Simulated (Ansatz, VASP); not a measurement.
# Sb in VASP and in Ansatz

```
Sb
1.0
     3.35664    0.00000    0.00000
    -1.67832    2.90694    0.00000
     0.00000    0.00000   11.36609
Sb
4
Direct
  0.00000 0.00000 0.00000
  0.00000 0.00000 0.50000
  0.33333 0.66667 0.25000
  0.66667 0.33333 0.75000
```

Alike in both runs: task single point; functional LDA; k mesh 13 × 13 × 4; occupations fermi-dirac, width 0.1 eV; no spin polarisation.

```csv
,VASP,Ansatz
version,VASP 6.6.1,Ansatz 0.2.0
potentials or method,"VASP PAW LDA potentials, release 64 (Sb), cutoff 520 eV","plane waves (420 eV) with PAW, scalar-relativistic"
valence electrons in the cell,20,60
```

|  | VASP | Ansatz | Ansatz less VASP |
| --- | --- | --- | --- |
| pressure (GPa) | -4.3 | -4.4 | -0.05 |
| traceless stress, the component that is largest in VASP (GPa) | -0.08 | -0.08 | +0.007 |

Ansatz warns that its potentials were made for another functional, while VASP's fit it. LDA's correlation is that of Perdew and Zunger in VASP and of Perdew and Wang (1992) in Ansatz. VASP's potentials hold 20 valence electrons a cell and Ansatz's 60, so a difference there can come from the potentials and not from the codes.

Neither program's run includes spin-orbit coupling.
